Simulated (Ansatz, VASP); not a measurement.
# One calculation of MgO, two programs

```
Mg O
1.0
     3.31206    0.00000    0.00000
    -1.65603    2.86833    0.00000
     0.00000    0.00000    4.28249
Mg O
2 2
Direct
  0.66667 0.33333 0.75000
  0.33333 0.66667 0.25000
  0.66667 0.33333 0.25000
  0.33333 0.66667 0.75000
```

Change from the starting cell: strain -0.050 along x and y, +0.025 along z, atoms carried along.

Alike in both runs: task single point; functional PBEsol; k mesh 9 × 9 × 6; occupations gaussian, width 0.05 eV; no spin polarisation.

|  | VASP | Ansatz |
| --- | --- | --- |
| version | VASP 6.6.1 | Ansatz 0.2.0 |
| potentials or method | VASP PAW PBE potentials, release 64 (Mg, O), cutoff 520 eV | scalar-relativistic, plane waves, PAW |
| valence electrons in the cell | 16 | 32 |

|  | VASP | Ansatz | Ansatz less VASP |
| --- | --- | --- | --- |
| gap on the k mesh at the Fermi level (eV) | 3.66 | 3.66 | +0.001 |
| least direct gap on the mesh (eV) | 3.66 | 3.66 | +0.001 |
| pressure (GPa) | 14.5 | 14.6 | +0.12 |
| traceless stress, the component that is largest in VASP (GPa) | -11.81 | -11.56 | +0.243 |

VASP's potentials were made for PBE, not for PBEsol. VASP's potentials hold 16 valence electrons a cell and Ansatz's 32, so a difference there can come from the potentials and not from the codes.
